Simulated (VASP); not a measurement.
Set up this calculation in VASP 6.6.1, as the native input.

- Task: single point
- Functional: PBE
- Potentials or basis: VASP PAW PBE potentials, release 64 (Fe)
- Cutoff: 600 eV
- k mesh: 4 × 4 × 4
- Occupations: fermi-dirac, width 0.1 eV
- Spin: no spin polarisation
- Dipole correction: no
- Further INCAR settings: ALGO = Normal; EDIFF = 1e-06; NBANDS = 10

The structure of Fe lies in POSCAR:

```
Fe
1.0
   -1.3807996972      1.3807996972      1.3807996972
    1.3807996972     -1.3807996972      1.3807996972
    1.3807996972      1.3807996972     -1.3807996972
Fe
1
Direct
    0.0000000000      0.0000000000      0.0000000000
```

The input as run:

INCAR

```
SYSTEM = Fe
PREC = Accurate
ENCUT = 600
EDIFF = 1E-6
ISMEAR = -1
SIGMA = 0.1
LREAL = .False.
LASPH = .True.
NELM = 120
ALGO = Normal
ISIF = 2
LWAVE = .False.
LCHARG = .True.
GGA = PE
LELF = .True.
LVHAR = .True.
NBANDS = 10
GGA_COMPAT = .False.
```

KPOINTS

```
Automatic mesh
0
Gamma
  4 4 4
  0 0 0
```

Potentials or basis: VASP PAW PBE potentials, release 64 (Fe).

The run is started by

```sh
$ cat potpaw_PBE.64/Fe/POTCAR > POTCAR
$ mpirun -np 1 vasp_std > vasp.out
```

Results of the run:

The pressure is 0.2 GPa and the band gap on the k mesh is zero (band 4 reaches 7.94 eV, above the bottom of band 5 at 6.48 eV).

Caveat: the k points lie up to 0.80 Å⁻¹ apart; the run has no spin polarisation, though such a crystal can be magnetic.

Wall time 3.3 s on 1 thread of Intel Xeon 8259CL, on a shared host, peak memory 0.12 GiB.
